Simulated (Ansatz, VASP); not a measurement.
SiO in VASP and in Ansatz

File INCAR:

```
SYSTEM = SiO
PREC     = Accurate       ! precision mode
ENCUT    = 520            ! plane-wave cutoff, eV
EDIFF    = 1E-6           ! SCF threshold, eV
ISMEAR   = -1             ! smearing method
SIGMA    = 0.05           ! smearing width, eV
LREAL    = .FALSE.        ! projectors in reciprocal space
LASPH    = .TRUE.         ! aspherical terms in the spheres
NELM     = 60             ! most SCF steps
ALGO     = Normal         ! electronic algorithm
ISIF     = 2              ! what is computed and relaxed
LWAVE    = .FALSE.        ! write WAVECAR
LCHARG   = .FALSE.        ! write CHGCAR
GGA      = PE             ! functional
NBANDS   = 12             ! bands
```

File KPOINTS:

```
regular mesh
0
G
  8 8 8
  0 0 0
```

POSCAR

```
SiO
1.0
    0.0000000000      2.5309856000      2.4336400000
    2.5309856000      0.0000000000      2.4336400000
    2.5309856000      2.5309856000      0.0000000000
Si O
1 1
Direct
    0.7500000000      0.7500000000      0.7500000000
    0.0000000000      0.0000000000      0.0000000000
```

Contents of input.yaml:

```yaml
crystal:
  lattice:
    - [0.0, 2.5309856, 2.43364]
    - [2.5309856, 0.0, 2.43364]
    - [2.5309856, 2.5309856, 0.0]
  atoms:
    - { symbol: Si, position: [0.75, 0.75, 0.75] }
    - { symbol: O, position: [0.0, 0.0, 0.0] }
hamiltonian:
  xc: pbe
  pseudopotentials: { kind: paw }
kpoints:
  mp_grid: { grid: [8, 8, 8] }
  band_path:
    path:
      - [[0.0, 0.0, 0.0], [0.0, 0.5, 0.5], [0.2704, 0.5, 0.7704], [0.3852, 0.3852, 0.7704], [0.0, 0.0, 0.0], [-0.5, -0.5, 0.0], [-0.3852, -0.3852, 0.2296], [0.0, 0.0, 0.5], [-0.25, 0.25, 0.5], [-0.5, -0.2704, 0.2296], [-0.5, -0.5, 0.0]]
      - [[0.0, 0.5, 0.5], [-0.25, 0.25, 0.5]]
    npoints: 14
scf:
  occupations: { method: fermi_dirac, width: 0.05 }
  n_extra_bands: 6
output:
  forces: true
  stress: true
  eigenvalues: true
  fatbands: false
  write_density: true
  write_potential: true
  elf: true
  volumetric_format: npy
```

Alike in both runs: functional PBE; k mesh 8 × 8 × 8; occupations fermi-dirac, width 0.05 eV; no spin polarisation.

```csv
,VASP,Ansatz
version,VASP 6.6.1,Ansatz 0.2.0
potentials or method,"VASP PAW PBE potentials, release 64 (Si, O)",Ansatz PAW
plane-wave cutoff (eV),520,420
valence electrons in the cell,10,10
task,single point,band structure
```

|  | VASP | Ansatz | Ansatz less VASP |
| --- | --- | --- | --- |
| gap on the k mesh at the Fermi level (eV) | none | none | - |
| pressure (GPa) | -4.6 | -4.6 | +0.01 |
| traceless stress, the component that is largest in VASP (GPa) | -0.59 | -0.58 | +0.009 |

A gap of «none» marks a metal or a gap that the smearing closes. The functional is the same, so the differences come from potentials, cutoffs and numerics.
